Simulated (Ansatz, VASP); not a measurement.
# One calculation of NiO, two programs

```xyz
4
Lattice="0.0000 2.0913 2.0913 2.0913 0.0000 2.0913 4.1826 4.1826 0.0000" Properties=species:S:1:pos:R:3 pbc="T T T"
Ni    0.0000    0.0000    0.0000
Ni    2.0913    2.0913    0.0000
O     2.0913    2.0913    2.0913
O     4.1826    4.1826    2.0913
```

Alike in both runs: task single point; functional LDA; k mesh 8 × 8 × 8; occupations gaussian, width 0.05 eV; collinear spin; Hubbard terms Ni d U = 5.0 eV, J = 0.9 eV.

```csv
,VASP,Ansatz
version,VASP 6.6.1,Ansatz 0.2.0
potentials or method,"VASP PAW LDA potentials, release 64 (Ni, O), cutoff 520 eV","scalar-relativistic, plane waves, PAW"
valence electrons in the cell,32,48
```

Ansatz gave:

```
gap on the k mesh at the Fermi level (eV)                     : 2.55
least direct gap on the mesh (eV)                             : 3.01
pressure (GPa)                                                : -10.8
net moment per atom (μB)                                      : 0.00
size of the moment on the site where the two differ most (μB) : 1.58
```

Q: Which values does VASP return?

A: gap on the k mesh at the Fermi level (eV): 2.60; least direct gap on the mesh (eV): 3.03; pressure (GPa): -17.4; net moment per atom (μB): 0.00; size of the moment on the site where the two differ most (μB): 1.62.

LDA's correlation is that of Perdew and Zunger in VASP and of Perdew and Wang (1992) in Ansatz. Site moments also hang on the region over which each program counts them. The programs project onto different local orbitals, so the same U acts differently, and such runs can settle in different states. VASP's potentials hold 32 valence electrons a cell and Ansatz's 48, so a difference there can come from the potentials and not from the codes. Ansatz's warnings: stress scf threshold loose.
